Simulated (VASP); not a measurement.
Wanted: the native input for a VASP 6.6.1 run.

```
Task                    : density of states
Functional              : PBE
Potentials or basis     : VASP PAW PBE potentials, release 64 (Hf_pv, B)
Cutoff                  : 520 eV
k mesh                  : 13 × 13 × 11
Occupations             : fermi-dirac, width 0.05 eV
Spin                    : no spin polarisation
Dipole correction       : no
k mesh for the DOS      : 20 × 20 × 17
Occupations for the DOS : tetrahedron
Further INCAR settings  : ALGO = Normal; EDIFF = 1e-06; NBANDS = 15
```

HfB2:

```
Hf B
1.0
     3.14000    0.00000    0.00000
    -1.57000    2.71932    0.00000
     0.00000    0.00000    3.48000
Hf B
1 2
Direct
  0.00000 0.00000 0.00000
  0.33333 0.66667 0.50000
  0.66667 0.33333 0.50000
```

The input as run:

POSCAR

```
HfB2
1.0
    3.1400001005      0.0000000000      0.0000000000
   -1.5700000503      2.7193198549      0.0000000000
    0.0000000000      0.0000000000      3.4800000000
Hf B
1 2
Direct
    0.0000000000      0.0000000000      0.0000000000
    0.3333333333      0.6666666667      0.5000000000
    0.6666666667      0.3333333333      0.5000000000
```

INCAR.step1

```
PREC     = Accurate       # precision mode
ENCUT    = 520            # plane-wave cutoff, eV
EDIFF    = 1E-6           # SCF threshold, eV
ISMEAR   = -1             # smearing method
SIGMA    = 0.05           # smearing width, eV
LREAL    = False          # projectors in reciprocal space
LASPH    = True           # aspherical terms in the spheres
NELM     = 80             # most SCF steps
ALGO     = Normal         # electronic algorithm
ISIF     = 2              # what is computed and relaxed
LWAVE    = False          # write WAVECAR
LCHARG   = True           # write CHGCAR
LMAXMIX  = 4              # l up to which the mixer works
GGA      = PE             # functional
NBANDS   = 15             # bands
```

KPOINTS.step1

```
regular mesh
0
Gamma
  13 13 11
```

INCAR.step2

```
PREC     = Accurate       # precision mode
ENCUT    = 520            # plane-wave cutoff, eV
EDIFF    = 1E-6           # SCF threshold, eV
ISMEAR   = -5             # smearing method
SIGMA    = 0.05           # smearing width, eV
LREAL    = False          # projectors in reciprocal space
LASPH    = True           # aspherical terms in the spheres
NELM     = 80             # most SCF steps
ALGO     = Normal         # electronic algorithm
ISIF     = 2              # what is computed and relaxed
LWAVE    = False          # write WAVECAR
LCHARG   = False          # write CHGCAR
LMAXMIX  = 4              # l up to which the mixer works
GGA      = PE             # functional
LORBIT   = 10             # projections on sites
NBANDS   = 15             # bands
NEDOS    = 2001           # points of the DOS
ICHARG   = 11             # starting density
```

KPOINTS.step2

```
regular mesh
0
Gamma
  20 20 17
```

Potentials or basis: VASP PAW PBE potentials, release 64 (Hf_pv, B).

Command:

```sh
$ cat potpaw_PBE.64/Hf_pv/POTCAR potpaw_PBE.64/B/POTCAR > POTCAR
$ cp INCAR.step1 INCAR
$ cp KPOINTS.step1 KPOINTS
$ mpirun -np 1 vasp_std > vasp.out
$ cp INCAR.step2 INCAR
$ cp KPOINTS.step2 KPOINTS
$ mpirun -np 1 vasp_std > vasp.out
```

Results of the run:

| Item | Value |
| --- | --- |
| Valence electrons inside the program's atomic spheres | Hf 8.72; B 1.94 |

Caveat: spin-orbit coupling is left out, which moves the levels of the heavy elements.

Run time: 92 s on 1 thread of Intel Xeon 6975P-C (shared host), peak memory 0.29 GiB.
